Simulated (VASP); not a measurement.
# Hf (I4_1/amd) in VASP: notebook

Runs on Hf. Level: PBE. Tasks: single point.

All numbers are computed with VASP 6.6.1; they aren't measurements. Logs are shortened: lines on timing, memory, paths and dates and some standing lists are left out, and cuts for length are marked.

## (1) The cell of the first run

It takes space group I4_1/amd (No. 141, tetragonal). The conventional cell has a = 5.254 Å, b = 5.254 Å, c = 2.871 Å, α = 90.00°, β = 90.00°, γ = 90.00°. Within 3.6 Å of Hf (site symmetry -4m2) lie 10 Hf at 2.72 to 3.40 Å.

## (2) Single point, PBE

INCAR reads:

```
SYSTEM = Hf
ALGO     = Normal         ! electronic algorithm
EDIFF    = 1E-7           ! SCF threshold, eV
ENCUT    = 520            ! plane-wave cutoff, eV
GGA      = PE             ! functional
ISIF     = 2              ! what is computed and relaxed
ISMEAR   = -1             ! smearing method
LASPH    = .True.         ! aspherical terms in the spheres
LCHARG   = .False.        ! write CHGCAR
LREAL    = .False.        ! projectors in reciprocal space
LWAVE    = .False.        ! write WAVECAR
NBANDS   = 17             ! bands
NELM     = 60             ! most SCF steps
PREC     = Accurate       ! precision mode
SIGMA    = 0.05           ! smearing width, eV
```

KPOINTS reads:

```
k-points
0
Gamma
  14 14 14
  0 0 0
```

POSCAR reads:

```
Hf
1.0
   -2.6269914606      2.6269914606      1.4356793123
    2.6269914606     -2.6269914606      1.4356793123
    2.6269914606      2.6269914606     -1.4356793123
Hf
2
Direct
   -0.3750000000     -0.1250000000     -0.2500000000
    0.3750000000      0.1250000000      0.2500000000
```

Potentials or basis: VASP PAW PBE potentials, release 64 (Hf_pv).

Command:

```console
$ cat potpaw_PBE.64/Hf_pv/POTCAR > POTCAR
$ mpirun -np 1 vasp_std > vasp.out
```

OUTCAR:

```text
SYSTEM = Hf
   EDIFF = 1E-7
   ENCUT = 520
   GGA = PE
   ISIF = 2
   ISMEAR = -1
   LASPH = .True.
   LREAL = .False.
   NELM = 60
   PREC = Accurate

 ion  position               nearest neighbor table
   1  0.625  0.875  0.750-   2 2.72   2 2.72   2 2.72   2 2.72   2 3.40   2 3.40   2 3.40   2 3.40

   2  0.375  0.125  0.250-   1 2.72   1 2.72   1 2.72   1 2.72   1 3.40   1 3.40   1 3.40   1 3.40

  LATTYP: Found a body centered tetragonal cell.
 ALAT       =     5.2539829212
 C/A-ratio  =     0.5465108409

  Lattice vectors:

 A1 = (  -2.6269914606,   2.6269914606,   1.4356793123)
 A2 = (   2.6269914606,  -2.6269914606,   1.4356793123)
 A3 = (   2.6269914606,   2.6269914606,  -1.4356793123)

Analysis of symmetry for initial positions (statically):
=====================================================================
 Subroutine PRICEL returns:
 Original cell was already a primitive cell.

 Routine SETGRP: Setting up the symmetry group for a
 body centered tetragonal supercell.

 Subroutine GETGRP returns: Found 16 space group operations
 (whereof  4 operations were pure point group operations)
 out of a pool of 16 trial point group operations.

The static configuration has the point symmetry C_2h.
 The point group associated with its full space group is D_4h.

Analysis of symmetry for dynamics (positions and initial velocities):
=====================================================================
 Subroutine PRICEL returns:
 Original cell was already a primitive cell.

 Routine SETGRP: Setting up the symmetry group for a
 body centered tetragonal supercell.

 Subroutine GETGRP returns: Found 16 space group operations
 (whereof  4 operations were pure point group operations)
 out of a pool of 16 trial point group operations.

The dynamic configuration has the point symmetry C_2h.
 The point group associated with its full space group is D_4h.

 Subroutine INISYM returns: Found 16 space group operations
 (whereof  4 operations are pure point group operations),
 and found     1 'primitive' translations

----------------------------------------------------------------------------------------

                                     Primitive cell

  volume of cell :      39.6310

  direct lattice vectors                    reciprocal lattice vectors
    -2.626991461  2.626991461  1.435679312     0.000000000  0.190331795  0.348267190
     2.626991461 -2.626991461  1.435679312     0.190331795  0.000000000  0.348267190
     2.626991461  2.626991461 -1.435679312     0.190331795  0.190331795  0.000000000

  length of vectors
     3.982881288  3.982881288  3.982881288     0.396883141  0.396883141  0.269169806

  position of ions in fractional coordinates (direct lattice)
     0.625000000  0.875000000  0.750000000
     0.375000000  0.125000000  0.250000000

  ion indices of the primitive-cell ions
   primitive index   ion index
                 1           1
                 2           2

----------------------------------------------------------------------------------------

 KPOINTS: k-points

Automatic generation of k-mesh.
 Grid dimensions read from file:
 generate k-points for:   14   14   14

 Generating k-lattice:

  Cartesian coordinates                     Fractional coordinates (reciprocal lattice)
     0.000000000  0.013595128  0.024876228     0.071428571  0.000000000  0.000000000
     0.013595128  0.000000000  0.024876228     0.000000000  0.071428571  0.000000000
     0.013595128  0.013595128  0.000000000     0.000000000  0.000000000  0.071428571

  Length of vectors
     0.028348796  0.028348796  0.019226415

  Shift w.r.t. Gamma in fractional coordinates (k-lattice)
     0.000000000  0.000000000  0.000000000

 Subroutine IBZKPT returns following result:
 ===========================================

 Found    244 irreducible k-points:

 Following reciprocal coordinates:
            Coordinates               Weight
  0.000000  0.000000  0.000000      1.000000
  0.071429  0.000000  0.000000      8.000000
  0.142857  0.000000 -0.000000      8.000000
  0.214286  0.000000  0.000000      8.000000
  0.285714  0.000000  0.000000      8.000000
  0.357143  0.000000 -0.000000      8.000000
[... 16 lines left out ...]
  0.214286  0.142857  0.000000     16.000000
  0.285714  0.142857 -0.000000     16.000000
 [... further k-points ...]
   k-points           NKPTS =    244   k-points in BZ     NKDIM =    244   number of bands    NBANDS=     17
   number of dos      NEDOS =    301   number of ions     NIONS =      2
   total plane-waves  NPLWV =  27000
   dimension x,y,z NGX =    30 NGY =   30 NGZ =   30
   dimension x,y,z NGXF=    60 NGYF=   60 NGZF=   60
   ions per type =               2
   NGX,Y,Z   is equivalent  to a cutoff of  12.52, 12.52, 12.52 a.u.
   NGXF,Y,Z  is equivalent  to a cutoff of  25.04, 25.04, 25.04 a.u.
 SYSTEM =  Hf
   PREC   = accura    normal or accurate (medium, high low for compatibility)
   ISTART =      0    job   : 0-new  1-cont  2-samecut
   ICHARG =      2    charge: 1-file 2-atom 10-const
   ISPIN  =      1    spin polarized calculation?
   LNONCOLLINEAR =      F non collinear calculations
   LSORBIT =      F    spin-orbit coupling
   LASPH  =      T    aspherical Exc in radial PAW
   ENCUT  =  520.0 eV  38.22 Ry    6.18 a.u.   7.41  7.41  7.41*2*pi/ulx,y,z
   NELM   =     60;   NELMIN=  2; NELMDL= -5     # of ELM steps
   EDIFF  = 0.1E-06   stopping-criterion for ELM
   LREAL  =      F    real-space projection
   EDIFFG = 0.1E-05   stopping-criterion for IOM
   NSW    =      0    number of steps for IOM
   IBRION =     -1    ionic relax: 0-MD 1-quasi-New 2-CG
   NFREE  =      0    steps in history (QN), initial steepest desc. (CG)
   ISIF   =      2    stress and relaxation
   ISYM   =      2    0-nonsym 1-usesym 2-fastsym
   POTIM  = 0.5000    time-step for ionic-motion
   TEBEG  =    0.0;   TEEND  =   0.0 temperature during run
   PSTRESS=    0.0 pullay stress
   NELECT =      20.0000    total number of electrons
   NUPDOWN=      -1.0000    fix difference up-down
   EMIN   =  10.00;   EMAX   =-10.00  energy-range for DOS
   EFERMI =   0.00;   METHOD = LEGACY
   ISMEAR =    -1;   SIGMA  =   0.05  broadening in eV -4-tet -1-fermi 0-gaus
   EFERMI_NEDOS =   21; number of points for ismear=-14 and -15
   IALGO  =     38    algorithm
   IMIX   =      4    mixing-type and parameters
     AMIX     =   0.40;   BMIX     =  1.00
     AMIX_MAG =   1.60;   BMIX_MAG =  1.00
  volume/ion in A,a.u.               =      19.82       133.72
  Fermi-wavevector in a.u.,A,eV,Ry     =   1.303387  2.463043 23.113803  1.698817
  Thomas-Fermi vector in A             =   2.434392
   LORBIT       =      0    0 simple, 1 ext, 2 COOP (PROOUT), +10 PAW based schemes
   GGA     = PE    functional components
   LHFCALC =     F    Hartree Fock is set to
   AEXX    =    0.0000 exact exchange contribution
   IVDW    =     0    specifies the selected vdW correction
   LEPSILON=     F    determine dielectric tensor
   LRPA    =     F    only Hartree local field effects (RPA)
 non-spin polarized calculation
  energy-cutoff  :      520.00
  volume of cell :       39.63
 maximum number of plane-waves:      1109
 NGX is ok and might be reduce to    30
   NGX = 15   NGY = 15   NGZ = 15

 number of electron      19.9999999 magnetization

 Free energy of the ion-electron system (eV)
  ---------------------------------------------------
  ext. energy  EPLUGINS =         0.00000000
  ---------------------------------------------------
  free energy    TOTEN  =       -18.19566461 eV

  energy without entropy =      -18.17750081  energy(sigma->0) =      -18.18658271

 E-fermi :   5.2878     XC(G=0): -11.8045

 val. band max:        5.2875610560   @ k =  -0.3571   0.0714   0.0000
 cond. band min:       5.2938570212   @ k =  -0.3571  -0.3571   0.3571
 fundamental gap:      0.0062959652
 Fermi energy:         5.2878356858

 k-point     1 :       0.0000    0.0000    0.0000
  band No.  band energies     occupation
      1     -25.4059      2.00000
      2     -25.4059      2.00000
      3     -24.0638      2.00000
      4     -24.0442      2.00000
      5     -24.0377      2.00000
      6     -24.0377      2.00000
[... 9 lines left out ...]
     16      12.1301      0.00000
     17      12.1301      0.00000

 k-point     2 :       0.0714    0.0000    0.0000
  band No.  band energies     occupation
      1     -25.4011      2.00000
      2     -25.3814      2.00000
      3     -24.1372      2.00000
      4     -24.1040      2.00000
      5     -24.0348      2.00000
      6     -24.0338      2.00000
[... 9 lines left out ...]
     16      12.3773      0.00000
     17      12.6288      0.00000

 k-point     3 :       0.1429    0.0000   -0.0000
  band No.  band energies     occupation
      1     -25.3877      2.00000
      2     -25.3135      2.00000
      3     -24.3057      2.00000
      4     -24.2582      2.00000
      5     -24.0701      2.00000
      6     -24.0232      2.00000
[... 9 lines left out ...]
     16      13.0409      0.00000
     17      13.2663      0.00000

 k-point     4 :       0.2143    0.0000    0.0000
  band No.  band energies     occupation
      1     -25.3680      2.00000
      2     -25.2209      2.00000
      3     -24.5422      2.00000
      4     -24.4529      2.00000
      5     -24.1353      2.00000
      6     -24.0081      2.00000
[... 9 lines left out ...]
     16      12.5392      0.00000
     17      13.6634      0.00000

 k-point     5 :       0.2857    0.0000    0.0000
  band No.  band energies     occupation
      1     -25.3456      2.00000
      2     -25.1480      2.00000
      3     -24.7873      2.00000
      4     -24.6269      2.00000
      5     -24.2173      2.00000
      6     -23.9915      2.00000
[... 9 lines left out ...]
     16      11.8496      0.00000
     17      13.5293      0.00000

 k-point     6 :       0.3571    0.0000   -0.0000
  band No.  band energies     occupation
      1     -25.3250      2.00000
      2     -25.1777      2.00000
      3     -24.9775      2.00000
      4     -24.6873      2.00000
      5     -24.3060      2.00000
      6     -23.9769      2.00000
[... 9 lines left out ...]
     16      10.9732      0.00000
     17      13.1072      0.00000

 k-point     7 :       0.4286    0.0000    0.0000
  band No.  band energies     occupation
      1     -25.3105      2.00000
      2     -25.2744      2.00000
      3     -25.0939      2.00000
      4     -24.6342      2.00000
      5     -24.3925      2.00000
      6     -23.9669      2.00000
[... 9 lines left out ...]
     16      11.5865      0.00000
     17      13.0935      0.00000

 k-point     8 :       0.5000    0.0000   -0.0000
  band No.  band energies     occupation
      1     -25.3176      2.00000
      2     -25.3053      2.00000
      3     -25.1349      2.00000
      4     -24.5848      2.00000
      5     -24.4440      2.00000
      6     -23.9634      2.00000
[... 9 lines left out ...]
     16      11.3300      0.00000
     17      14.8349      0.00000
[... 203 lines left out ...]
      1     -25.3866      2.00000
      2     -25.2415      2.00000
      3     -24.3748      2.00000
      4     -24.2532      2.00000
      5     -24.1113      2.00000
      6     -24.0211      2.00000
[... 9 lines left out ...]
     16      12.5220      0.00000
     17      12.9613      0.00000

 k-point    20 :      -0.1429    0.0714    0.0000
  band No.  band energies     occupation
      1     -25.3945      2.00000
      2     -25.3360      2.00000
      3     -24.2055      2.00000
      4     -24.1076      2.00000
      5     -24.0643      2.00000
      6     -24.0083      2.00000
[... 9 lines left out ...]
     16      11.8935      0.00000
     17      12.3630      0.00000

 k-point    21 :      -0.0714    0.0714    0.0000
  band No.  band energies     occupation
      1     -25.3932      2.00000
      2     -25.3920      2.00000
      3     -24.1181      2.00000
      4     -24.0603      2.00000
      5     -24.0425      2.00000
      6     -24.0018      2.00000
[... 9 lines left out ...]
     16      11.7058      0.00000
     17      11.8759      0.00000

 k-point    22 :       0.1429    0.1429   -0.0000
  band No.  band energies     occupation
      1     -25.2866      2.00000
      2     -25.2653      2.00000
      3     -24.7301      2.00000
      4     -24.6854      2.00000
      5     -24.0781      2.00000
      6     -24.0474      2.00000
[... 9 lines left out ...]
     16      12.3713      0.00000
     17      13.8761      0.00000

 k-point    23 :       0.2143    0.1429    0.0000
  band No.  band energies     occupation
      1     -25.2996      2.00000
      2     -25.2175      2.00000
      3     -24.9038      2.00000
      4     -24.8470      2.00000
      5     -24.1203      2.00000
      6     -24.0405      2.00000
[... 9 lines left out ...]
     16      11.7333      0.00000
     17      13.8585      0.00000

 k-point    24 :       0.2857    0.1429   -0.0000
  band No.  band energies     occupation
      1     -25.3551      2.00000
      2     -25.2057      2.00000
      3     -25.0362      2.00000
      4     -24.8509      2.00000
      5     -24.1865      2.00000
      6     -24.0251      2.00000
[... 9 lines left out ...]
     16      12.1950      0.00000
     17      13.7311      0.00000

 [... further k-points ...]
[... 5 lines left out ...]
  --------------------------------------------------------------------------------------
  -------------------------------------------------------------------------------------
  Total        4.5007875      4.5007875      4.5358058     -0.0000000     -0.0000000      0.0000000
  in kB      181.9551444    181.9551444    183.3708407     -0.0000000     -0.0000000      0.0000000
  external PRESSURE =     182.4270431 kB  Pullay stress =       0.0000000 kB

 VOLUME and BASIS-vectors are now :
 -----------------------------------------------------------------------------
  energy-cutoff  :      520.00
  volume of cell :       39.63
      direct lattice vectors                 reciprocal lattice vectors
    -2.626991461  2.626991461  1.435679312     0.000000000  0.190331795  0.348267190
     2.626991461 -2.626991461  1.435679312     0.190331795  0.000000000  0.348267190
     2.626991461  2.626991461 -1.435679312     0.190331795  0.190331795  0.000000000

 POSITION                                       TOTAL-FORCE (eV/Angst)
 -----------------------------------------------------------------------------------
      2.62699      1.31350      1.07676        -0.000000     -0.000000      0.000000
      0.00000      1.31350      0.35892         0.000000      0.000000     -0.000000
 -----------------------------------------------------------------------------------
    total drift:                                0.000000     -0.000000      0.000000

  FREE ENERGIE OF THE ION-ELECTRON SYSTEM (eV)
  ---------------------------------------------------
  free  energy   TOTEN  =       -18.1956646144 eV

  energy  without entropy=      -18.1775008085  energy(sigma->0) =      -18.18658271
```

Wall time 2.2 min (1 thread of Intel Xeon Platinum 8559C (Emerald Rapids), shared host); peak memory 0.27 GiB.

What came out:

```
Free energy            : -18.1957 eV
Pressure               : 18.2 GPa
Band gap on the k mesh : zero (band 10 reaches 5.61 eV, above the bottom of band 11 at 4.55 eV)
```

Stress tensor (GPa, compression positive):
```
18.20  0.00  0.00
 0.00 18.20  0.00
 0.00  0.00 18.34
```

Levels at points of the mesh, in eV from the Fermi level:
```
           k point  band 8  band 9  band 10  band 11  band 12  band 13
(0.00, 0.00, 0.00)   -3.67   -1.27    -1.09     0.23     4.26     4.26
(0.50, 0.00, 0.00)   -2.76   -1.19    -0.22     1.28     1.96     2.20
(0.50, 0.50, 0.00)   -3.73   -0.60    -0.60     1.18     1.18     2.67
(0.50, 0.50, 0.50)   -3.37    0.22     0.22     0.65     0.65     3.77
```

Caveat: spin-orbit coupling is left out, which moves the levels of the heavy elements.

(Continued in part 2 of 2.)
